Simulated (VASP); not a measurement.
The system is Mg2SO.

```
O Mg S
1.0
     3.67487    0.00000    0.00000
     0.00000    3.67487    0.00000
     0.00000    0.00000    4.88397
O Mg S
1 2 1
Direct
  0.00000 0.00000 0.00000
  0.00000 0.50000 0.81132
  0.50000 0.00000 0.18868
  0.50000 0.50000 0.50000
```

Base run:

* Program: VASP 6.6.1
* Functional: r2SCAN
* Potentials or basis: VASP PAW PBE potentials, release 64 (O, Mg, S)
* Cutoff: 520 eV
* k mesh: 6 × 6 × 4
* Occupations: gaussian, width 0.01 eV
* Spin: no spin polarisation

Its results: band gap on the k mesh 2.17 eV (least direct gap 2.32 eV); pressure -0.5 GPa; largest force 0.007 eV/Å.

The run is repeated on the same cell with these changes: functional from r2SCAN to HSE06; k mesh from 6 × 6 × 4 to 4 × 4 × 4. What comes out?

Band gap on the k mesh 2.65 eV (least direct gap 2.83 eV); pressure -0.2 GPa; largest force 0.005 eV/Å.

Several settings changed at once.

Caveats: some runs use coarse meshes; the PAW data sets were made with another functional, which shifts forces and pressure a little.

A k mesh can miss the band edges.
